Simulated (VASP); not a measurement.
Here is a VASP 6.6.1 calculation.

File INCAR:

```
SYSTEM = Ba
ALGO = Normal ; EDIFF = 1E-6
ENCUT = 500 ; GGA = PE
GGA_COMPAT = .FALSE. ; ISIF = 2
ISMEAR = -1 ; LASPH = .TRUE.
LCHARG = .FALSE. ; LREAL = .FALSE.
LWAVE = .FALSE. ; NBANDS = 11
NELM = 120 ; PREC = Accurate
SIGMA = 0.05
```

File KPOINTS:

```
k-points
0
G
  5 5 5
  0 0 0
```

Contents of POSCAR:

```
Ba
1.0
   -2.5065000000      2.5065000000      2.5065000000
    2.5065000000     -2.5065000000      2.5065000000
    2.5065000000      2.5065000000     -2.5065000000
Ba
1
Direct
    0.0000000000      0.0000000000      0.0000000000
```

Potentials or basis: VASP PAW PBE potentials, release 64 (Ba_sv).

The run is started by

```sh
$ cat potpaw_PBE.64/Ba_sv/POTCAR > POTCAR
$ mpirun -np 1 vasp_std > vasp.out
```

(1) Predict the pressure.

(2) Estimate the band gap on the k mesh.

## Answers

(1) -0.1 GPa.

(2) zero (band 5 reaches 1.83 eV, above the bottom of band 6 at 1.31 eV).

Caveat: spin-orbit coupling is left out, which moves the levels of the heavy elements.
